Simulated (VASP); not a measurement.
# SiC: single point with PBE

The system is SiC.

```
CELL_PARAMETERS angstrom
0.00000 2.14955 2.14955
2.14955 0.00000 2.14955
2.14955 2.14955 0.00000
ATOMIC_POSITIONS crystal
Si 0.00000 0.00000 0.00000
C 0.25000 0.25000 0.25000
```

```yaml
Program: VASP 6.6.1
Task: single point
Functional: PBE
Potentials_or_basis: VASP PAW PBE potentials, release 64 (Si, C)
Cutoff: 600 eV
k_mesh: 6 × 6 × 6
Occupations: gaussian, width 0.01 eV
Spin: no spin polarisation
Dipole_correction: no
Further_INCAR_settings: ALGO = Normal; EDIFF = 1e-06; NBANDS = 11
```

```json
{
  "Pressure": "13.0 GPa",
  "Band gap on the k mesh": "1.31 eV, indirect (least direct gap 4.58 eV)"
}
```

Levels at points of the mesh, in eV from the valence-band top:
```tsv
k point	band 1	band 2	band 3	band 4	band 5	band 6	band 7	band 8	band 9
(0.00, 0.00, 0.00)	-15.73	0.00	0.00	0.00	6.71	7.59	7.59	7.59	14.74
(0.50, 0.00, 0.00)	-12.01	-8.77	-1.06	-1.06	5.80	7.39	7.39	10.28	16.70
(0.50, 0.50, 0.00)	-10.52	-7.93	-3.27	-3.27	1.31	4.46	14.51	14.51	15.34
```

Run time: 3 s on 1 thread of Intel(R) Xeon(R) Platinum 8559C (Emerald Rapids), with other jobs on the host, peak memory 0.13 GiB.

Caveat: the k points lie up to 0.42 Å⁻¹ apart. A k mesh can miss the band edges.
